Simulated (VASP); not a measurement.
Cs: relaxation of cell and atoms with PBEsol

Cs:

```
Cs
1.0
     8.59002    0.00000    0.00000
    -4.29501    7.43917    0.00000
     0.00000    0.00000    5.14504
Cs
3
Direct
  0.00000 0.00000 0.00000
  0.33333 0.66667 0.50000
  0.66667 0.33333 0.50000
```

- Program: VASP 6.6.1
- Task: relaxation of cell and atoms
- Functional: PBEsol
- Potentials or basis: VASP PAW PBE potentials, release 64 (Cs_sv)
- Cutoff: 600 eV
- k mesh: 6 × 6 × 10
- Occupations: gaussian, width 0.1 eV
- Spin: no spin polarisation
- Dipole correction: no
- Further INCAR settings: ALGO = Fast; EDIFF = 1e-06; IBRION = 2; EDIFFG = -0.01; NSW = 100; ISIF = 3

```json
{"Pressure after relaxing": "0.0 GPa"}
```

Final structure:
```
Cs
1.0
     8.59002    0.00000    0.00000
    -4.29501    7.43917    0.00000
     0.00000    0.00000    5.14504
Cs
3
Direct
  0.00000 0.00000 0.00000
  0.33333 0.66667 0.50000
  0.66667 0.33333 0.50000
```

Levels at points of the mesh, in eV from the Fermi level:
| k point | band 9 | band 10 | band 11 | band 12 | band 13 | band 14 | band 15 | band 16 | band 17 |
| --- | --- | --- | --- | --- | --- | --- | --- | --- | --- |
| (0.00, 0.00, 0.00) | -10.57 | -10.53 | -10.53 | -10.49 | -1.74 | 0.67 | 0.88 | 0.90 | 0.94 |
| (0.50, 0.00, 0.00) | -10.58 | -10.55 | -10.54 | -10.50 | -0.87 | -0.86 | -0.01 | 0.89 | 1.51 |
| (0.00, 0.00, 0.50) | -10.58 | -10.58 | -10.54 | -10.54 | -0.20 | 0.06 | 0.71 | 0.71 | 0.91 |
| (0.50, 0.00, 0.50) | -10.60 | -10.57 | -10.54 | -10.54 | 0.14 | 0.17 | 0.71 | 0.73 | 0.84 |

It took 5 min on 1 thread of Oxide Virtual Turin-like Processor (shared host), peak memory 0.57 GiB.

Caveat: the relaxation stopped at its first step, so nothing moved; the PAW data sets were made with another functional, which shifts forces and pressure a little; spin-orbit coupling is left out, which moves the levels of the heavy elements.
